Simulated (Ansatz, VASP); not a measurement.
**KF in VASP and in Ansatz**

File INCAR:

```
SYSTEM = KF
PREC = Accurate
ENCUT = 520
EDIFF = 1E-6
ISMEAR = 0
SIGMA = 0.05
LREAL = .FALSE.
LASPH = .TRUE.
NELM = 100
ALGO = Normal
ISIF = 2
LWAVE = .FALSE.
LCHARG = .FALSE.
GGA = PS
NBANDS = 15
```

File KPOINTS:

```
Automatic mesh
0
G
  8 8 8
  0 0 0
```

File POSCAR:

```
KF
1.0
    3.1285968000      0.0000000000      0.0000000000
    0.0000000000      3.1285968000      0.0000000000
    0.0000000000      0.0000000000      3.5196714000
K F
1 1
Direct
    0.0000000000      0.0000000000      0.0000000000
    0.5000000000      0.5000000000      0.5000000000
```

Input for Ansatz:

```yaml
crystal:
  lattice:
    - [3.1285968, 0.0, 0.0]
    - [0.0, 3.1285968, 0.0]
    - [0.0, 0.0, 3.5196714]
  atoms:
    - { symbol: K, position: [0.0, 0.0, 0.0] }
    - { symbol: F, position: [0.5, 0.5, 0.5] }
basis:
  ecutwfc: 420
kpoints:
  mp_grid: { grid: [8, 8, 8] }
hamiltonian:
  xc: pbesol
scf:
  occupations: { method: gaussian, width: 0.05 }
output:
  forces: true
  stress: true
  eigenvalues: true
```

Change from the starting cell: strain -0.040 along x and y, +0.080 along z, atoms carried along.

Alike in both runs: task single point; functional PBEsol; k mesh 8 × 8 × 8; occupations gaussian, width 0.05 eV; no spin polarisation.

```csv
,VASP,Ansatz
version,VASP 6.6.1,Ansatz 0.2.0
potentials or method,"VASP PAW PBE potentials, release 64 (K_sv, F), cutoff 520 eV","scalar-relativistic, plane waves, PAW"
valence electrons in the cell,16,16
```

|  | VASP | Ansatz | Ansatz less VASP |
| --- | --- | --- | --- |
| gap on the k mesh at the Fermi level (eV) | 5.85 | 5.86 | +0.018 |
| least direct gap on the mesh (eV) | 5.91 | 5.92 | +0.017 |
| pressure (GPa) | -2.3 | -2.3 | 0.00 |
| traceless stress, the component that is largest in VASP (GPa) | -6.81 | -6.81 | -0.005 |

VASP's potentials were made for PBE, not for PBEsol.
